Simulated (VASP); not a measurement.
A run of VASP 6.6.1 is set up as follows.

File INCAR:

```
SYSTEM = Sn
ALGO = Normal
EDIFF = 1E-6
ENCUT = 520
GGA = CA
ISIF = 2
ISMEAR = -1
LASPH = .TRUE.
LCHARG = .TRUE.
LELF = .TRUE.
LREAL = .FALSE.
LVHAR = .TRUE.
LWAVE = .FALSE.
NBANDS = 13
NELM = 100
PREC = Accurate
SIGMA = 0.1
```

Contents of KPOINTS:

```
k-points
0
G
  12 12 12
  0 0 0
```

The input POSCAR:

```
Sn
1.0
   -1.7714040966      1.8216855973      2.3991051451
    1.7714040966     -1.8216855973      2.3991051451
    1.7714040966      1.8216855973     -2.3991051451
Sn
1
Direct
    0.0000000000      0.0000000000      0.0000000000
```

Potentials or basis: VASP PAW LDA potentials, release 64 (Sn_d).

Run with:

```bash
$ cat potpaw_LDA.64/Sn_d/POTCAR > POTCAR
$ mpirun -np 1 vasp_std > vasp.out
```

**Question.** Estimate the band gap on the k mesh.

**Answer.** Zero (band 7 reaches 12.72 eV, above the bottom of band 8 at 4.67 eV).

**Question.** Predict the pressure.

**Answer.** -6.8 GPa.

Stress tensor (GPa, compression positive):
```
-6.53  0.00  0.00
 0.00 -6.74  0.00
 0.00  0.00 -7.05
```

Caveat: spin-orbit coupling is left out, which moves the levels of the heavy elements.
